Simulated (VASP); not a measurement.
Wanted: the native input for a VASP 6.6.1 run.

```
Task                   : single point
Functional             : PBE
Potentials or basis    : VASP PAW PBE potentials, release 64 (Cu, N)
Cutoff                 : 600 eV
k mesh                 : 10 × 10 × 10
Occupations            : gaussian, width 0.01 eV
Spin                   : no spin polarisation
Dipole correction      : no
Further INCAR settings : ALGO = Normal; EDIFF = 1e-06; NBANDS = 27
```

The structure of Cu3N lies in POSCAR:

```
Cu3N
1.0
    3.7886283176      0.0000000000      0.0000000000
    0.0000000000      3.7886283176      0.0000000000
    0.0000000000      0.0000000000      3.7886283176
Cu N
3 1
Direct
    0.5000000000      0.0000000000      0.0000000000
    0.0000000000      0.5000000000      0.0000000000
    0.0000000000      0.0000000000      0.5000000000
    0.0000000000      0.0000000000      0.0000000000
```

One way to write it, as run:

INCAR

```
ALGO = Normal
EDIFF = 1E-6
ENCUT = 600
GGA = PE
GGA_COMPAT = F
ISIF = 2
ISMEAR = 0
LASPH = T
LCHARG = T
LELF = T
LREAL = F
LVHAR = T
LWAVE = F
NBANDS = 27
NELM = 120
PREC = Accurate
SIGMA = 0.01
```

KPOINTS

```
k-points
0
Gamma
  10 10 10
```

Potentials or basis: VASP PAW PBE potentials, release 64 (Cu, N).

Command:

```console
$ cat potpaw_PBE.64/Cu/POTCAR potpaw_PBE.64/N/POTCAR > POTCAR
$ mpirun -np 1 vasp_std > vasp.out
```

Results of the run:

```
Pressure               : 4.6 GPa
Band gap on the k mesh : 0.15 eV (least direct gap 0.69 eV)
```

Caveat: the cell stands under pressure.

It took 2.5 min on 1 thread of Intel Xeon 8259CL, on a shared host, peak memory 0.22 GiB.
